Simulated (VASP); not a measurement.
Here is a VASP 6.6.1 calculation.

INCAR

```
SYSTEM = CrCuO2
ALGO = Normal
EDIFF = 1E-6
ENCUT = 600
GGA = PE
GGA_COMPAT = .FALSE.
ISIF = 2
ISMEAR = 0
ISPIN = 2
KPAR = 4
LASPH = .TRUE.
LCHARG = .FALSE.
LMAXMIX = 4
LORBIT = 11
LREAL = .FALSE.
LWAVE = .FALSE.
MAGMOM = 4 -1 0 0
NBANDS = 30
NELM = 200
PREC = Accurate
SIGMA = 0.05
```

Contents of KPOINTS:

```
k-points
0
G
  14 14 14
  0 0 0
```

File POSCAR:

```
CrCuO2
1.0
    1.5062101120      0.8696108136      5.7041720337
   -1.5062101120      0.8696108136      5.7041720337
    0.0000000000     -1.7392216272      5.7041720337
Cr Cu O
1 1 2
Direct
    0.5000000000      0.5000000000      0.5000000000
    0.0000000000      0.0000000000      0.0000000000
    0.1084322904      0.1084322904      0.1084322904
    0.8915677096      0.8915677096      0.8915677096
```

Potentials or basis: VASP PAW PBE potentials, release 64 (Cr_pv, Cu, O).

The run is started by

```console
$ cat potpaw_PBE.64/Cr_pv/POTCAR potpaw_PBE.64/Cu/POTCAR potpaw_PBE.64/O/POTCAR > POTCAR
$ mpirun -np 4 vasp_std > vasp.out
```

(1) What does it give for the pressure?

(2) What does it give for the site moments?

(3) Estimate the largest force.

Results:

(1) 0.5 GPa.

(2) Cr +2.84; Cu +0.03; O -0.01 μB.

(3) 0.023 eV/Å.
